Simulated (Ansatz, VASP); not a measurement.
## B in VASP and in Ansatz

```
B
1.0
     2.43812    1.40765    4.16646
    -2.43812    1.40765    4.16646
     0.00000   -2.81530    4.16646
B
12
Direct
  0.01061 0.65383 0.01061
  0.01061 0.01061 0.65383
  0.65383 0.01061 0.01061
  0.98939 0.34617 0.98939
  0.34617 0.98939 0.98939
  0.98939 0.98939 0.34617
  0.22160 0.62979 0.22160
  0.22160 0.22160 0.62979
  0.62979 0.22160 0.22160
  0.77840 0.37021 0.77840
  0.37021 0.77840 0.77840
  0.77840 0.77840 0.37021
```

Alike in both runs: task single point; functional PBEsol; k mesh 8 × 8 × 8; occupations fermi-dirac, width 0.05 eV; no spin polarisation.

|  | VASP | Ansatz |
| --- | --- | --- |
| version | VASP 6.6.1 | Ansatz 0.2.0 |
| potentials or method | VASP PAW PBE potentials, release 64 (B), cutoff 520 eV | all-electron LAPW, scalar-relativistic |

```csv
,VASP,Ansatz,Ansatz less VASP
pressure (GPa),0.4,-0.1,-0.48
rms of the force components (eV/Å),0.015,0.001,-0.0131
```

VASP's potentials were made for PBE, not for PBEsol. Atom by atom the forces differ by 0.016 eV/Å (rms over components). Ansatz ran all-electron here, and VASP with PAW potentials.
